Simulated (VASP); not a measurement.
Nb: single point with PBEsol

Nb:

```
CELL_PARAMETERS angstrom
0.00000 2.15730 2.11500
2.15730 0.00000 2.11500
2.15730 2.15730 0.00000
ATOMIC_POSITIONS crystal
Nb 0.00000 0.00000 0.00000
```

| Item | Value |
| --- | --- |
| Program | VASP 6.6.1 |
| Task | single point |
| Functional | PBEsol |
| Potentials or basis | VASP PAW PBE potentials, release 64 (Nb_sv) |
| Cutoff | 500 eV |
| k mesh | 11 × 11 × 11 |
| Occupations | fermi-dirac, width 0.05 eV |
| Spin | no spin polarisation |

The pressure is -13.1 GPa. The band gap on the k mesh is zero (an odd number of electrons rules out a gap without spin polarisation).

Stress tensor (GPa, compression positive):
```
-11.46   0.00   0.00
  0.00 -11.46   0.00
  0.00   0.00 -16.40
```

Levels at points of the mesh, in eV from the Fermi level:
```tsv
k point	band 4	band 5	band 6	band 7	band 8	band 9
(0.00, 0.00, 0.00)	-30.26	-6.15	0.04	0.04	0.26	2.39
```

It took 18 s on 1 thread of Intel Xeon 8259CL (shared host), peak memory 0.16 GiB.

Caveat: the cell stands under tension; the PAW data sets were made with another functional, which shifts forces and pressure a little.
